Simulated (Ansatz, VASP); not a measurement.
**One calculation of C, two programs**

File INCAR:

```
SYSTEM = C
  PREC = Accurate
  ENCUT = 520
  EDIFF = 1E-7
  ISMEAR = 0
  SIGMA = 0.15
  LREAL = .FALSE.
  LASPH = .TRUE.
  NELM = 100
  ALGO = Normal
  ISIF = 2
  LWAVE = .FALSE.
  LCHARG = .FALSE.
  GGA = PS
  NBANDS = 11
```

The input KPOINTS:

```
regular mesh
0
G
  14 14 8
  0 0 0
```

Contents of POSCAR:

```
C
1.0
    2.2092193105     -1.2755673311      0.0000000000
    2.2092193105      1.2755673311      0.0000000000
   -1.4321625682      0.0000000000      3.6376848230
C
2
Direct
    0.8333600000      0.8333600000      0.0000900000
    0.1666400000      0.1666400000      0.9999100000
```

Input for Ansatz:

```yaml
crystal:
  lattice:
    - [2.209219310549978, -1.2755673310843347, 0.0]
    - [2.209219310549978, 1.2755673310843347, 0.0]
    - [-1.4321625682079604, 0.0, 3.6376848229574206]
  atoms:
    - { symbol: C, position: [0.83336, 0.83336, 9.0e-05] }
    - { symbol: C, position: [0.16664, 0.16664, 0.99991] }
basis:
  ecutwfc: 500.0
kpoints:
  mp_grid:
    grid: [14, 14, 8]
hamiltonian:
  xc: pbesol
scf:
  occupations:
    method: gaussian
    width: 0.15
output:
  stress: true
```

Alike in both runs: task single point; functional PBEsol; k mesh 14 × 14 × 8; occupations gaussian, width 0.15 eV; no spin polarisation.

```csv
,VASP,Ansatz
version,VASP 6.6.1,Ansatz 0.2.0
potentials or method,"VASP PAW PBE potentials, release 64 (C), cutoff 520 eV","plane waves, PAW"
valence electrons in the cell,8,8
```

VASP gave:

| Item | Value |
| --- | --- |
| pressure (GPa) | -23.8 |
| traceless stress, the component that is largest in VASP (GPa) | 23.82 |

Question: Estimate Ansatz's values.

Answer: Pressure (GPa): -24.3; traceless stress, the component that is largest in VASP (GPa): 24.36.

VASP's potentials were made for PBE, not for PBEsol. The functional is the same, so the differences come from potentials, cutoffs and numerics.
